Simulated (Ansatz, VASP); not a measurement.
**SiC in VASP and in Ansatz**

```
Si C
1.0
     3.32376    0.00000    0.00000
    -1.66188    2.87846    0.00000
     0.00000    0.00000   10.47984
Si C
4 4
Cartesian
  1.6619 0.9595 9.8284
  0.0000 1.9190 4.5885
  0.0000 0.0000 7.2090
  0.0000 0.0000 1.9691
  1.6619 0.9595 7.8578
  0.0000 1.9190 2.6179
  0.0000 0.0000 5.2448
  0.0000 0.0000 0.0049
```

Change from the starting cell: strain +0.080 along x and y, +0.040 along z, atoms carried along.

Alike in both runs: task single point; functional r2SCAN; k mesh 12 × 12 × 4; occupations gaussian, width 0.05 eV; no spin polarisation.

|  | VASP | Ansatz |
| --- | --- | --- |
| version | VASP 6.6.1 | Ansatz 0.2.0 |
| potentials or method | VASP PAW PBE potentials, release 64 (Si, C), cutoff 520 eV | scalar-relativistic, plane waves, PAW |
| valence electrons in the cell | 32 | 32 |

```csv
,VASP,Ansatz,Ansatz less VASP
gap on the k mesh at the Fermi level (eV),2.34,2.34,-0.003
least direct gap on the mesh (eV),3.40,3.39,-0.006
pressure (GPa),-29.7,-29.6,+0.07
"traceless stress, the component that is largest in VASP (GPa)",9.06,9.00,-0.056
rms of the force components (eV/Å),0.028,0.028,-0.0002
```

VASP's potentials were made for PBE, not for r2SCAN. Atom by atom the forces differ by 0.000 eV/Å (rms over components). Both programs put the cell under strong tension, so it lies far from rest at this level.
